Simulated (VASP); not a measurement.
NiO: single point with RPBE+U

NiO:

```
Ni O
1.0
     0.00000    2.10057    2.10057
     2.10057    0.00000    2.10057
     2.10057    2.10057    0.00000
Ni O
1 1
Cartesian
  0.0000 0.0000 0.0000
  2.1006 2.1006 2.1006
```

- Program: VASP 6.6.1
- Task: single point
- Functional: RPBE
- Potentials or basis: VASP PAW PBE potentials, release 64 (Ni_sv_GW, O)
- Cutoff: 700 eV
- k mesh: 7 × 7 × 7
- Occupations: fermi-dirac, width 0.1 eV
- Spin: no spin polarisation
- Hubbard terms: Ni d U = 3.1 eV

```json
{"Pressure": "0.4 GPa", "Band gap on the k mesh": "zero (bands 12 and 13 overlap by 2.62 eV)"}
```

Levels at points of the mesh, in eV from the Fermi level:
```csv
k point,band 9,band 10,band 11,band 12,band 13,band 14,band 15,band 16
"(0.00, 0.00, 0.00)",-2.67,-2.67,-2.67,-1.45,-1.45,1.60,17.82,18.71
```

Eigenvalues of the final occupation matrices:
```
    site  spin  trace               eigenvalues
site 1 d     1   3.96  0.60 0.60 0.92 0.92 0.92
site 1 d     2   3.96  0.60 0.60 0.92 0.92 0.92
```

Wall time 16 s on 1 thread of AMD EPYC 7R13 Processor (Zen 3), on a shared host, peak memory 0.14 GiB.

Caveat: the k points lie up to 0.37 Å⁻¹ apart, too coarse for converged energies and pressures of a metal; the PAW data sets were made with another functional, which shifts forces and pressure a little; the run has no spin polarisation, though such a crystal can be magnetic; U without spin polarisation on a metal has little footing. Spin polarisation is off, so any magnetic state and its effect on volume and gap are missing.
